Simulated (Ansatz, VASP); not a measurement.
One calculation of Eu, two programs

INCAR

```
PREC     = Accurate       # precision mode
ENCUT    = 600            # plane-wave cutoff, eV
EDIFF    = 1E-6           # SCF threshold, eV
ISMEAR   = -1             # smearing method
SIGMA    = 0.05           # smearing width, eV
LREAL    = F              # projectors in reciprocal space
LASPH    = T              # aspherical terms in the spheres
NELM     = 200            # most SCF steps
ALGO     = Normal         # electronic algorithm
ISIF     = 2              # what is computed and relaxed
LWAVE    = F              # write WAVECAR
LCHARG   = F              # write CHGCAR
ISPIN    = 2              # spin polarisation
MAGMOM   = 6.97           # initial moments
LORBIT   = 11             # projections on sites
LMAXMIX  = 6              # l up to which the mixer works
GGA      = PS             # functional
NBANDS   = 18             # bands
GGA_COMPAT= F
```

Contents of KPOINTS:

```
Automatic mesh
0
Gamma
  14 14 14
```

POSCAR

```
Eu
1.0
   -2.1735353009      2.1735353009      2.1735353009
    2.1735353009     -2.1735353009      2.1735353009
    2.1735353009      2.1735353009     -2.1735353009
Eu
1
Direct
    0.0000000000      0.0000000000      0.0000000000
```

Input for Ansatz:

```yaml
crystal:
  lattice:
    - [-2.1735353009, 2.1735353009, 2.1735353009]
    - [2.1735353009, -2.1735353009, 2.1735353009]
    - [2.1735353009, 2.1735353009, -2.1735353009]
  atoms:
    - { symbol: Eu, position: [0.0, 0.0, 0.0], spin: 6.97 }
hamiltonian:
  xc: pbesol
  pseudopotentials:
    kind: paw
    azcp:
      Eu: "pseudopotentials/Eu.paw.azcp"
basis:
  ecutwfc: 420
  fft_grid_basis: typed
kpoints:
  mp_grid: { grid: [14, 14, 14], shift: [0, 0, 0] }
magnetization:
  spin_polarized: true
scf:
  occupations: { method: fermi_dirac, width: 0.05 }
output:
  stress: true
```

Alike in both runs: task single point; functional PBEsol; k mesh 14 × 14 × 14; occupations fermi-dirac, width 0.05 eV; collinear spin.

|  | VASP | Ansatz |
| --- | --- | --- |
| version | VASP 6.6.1 | Ansatz 0.2.0 |
| potentials or method | VASP PAW PBE potentials, release 64 (Eu), cutoff 600 eV | plane waves (420 eV) with PAW, scalar-relativistic |
| valence electrons in the cell | 17 | 17 |

Ansatz gave:

* pressure (GPa): -1.1
* net moment per atom (μB): 7.26
* size of the moment on the site where the two differ most (μB): 7.00

Question: Estimate VASP's values.

Answer: Pressure (GPa): -1.2; net moment per atom (μB): 7.25; size of the moment on the site where the two differ most (μB): 6.67.

VASP's potentials were made for PBE, not for PBEsol, and Ansatz warns of the same on its side. Site moments also hang on the region over which each program counts them. With one functional, cell and mesh, what is left measures potentials, basis and numerics.

Spin-orbit coupling is off throughout.
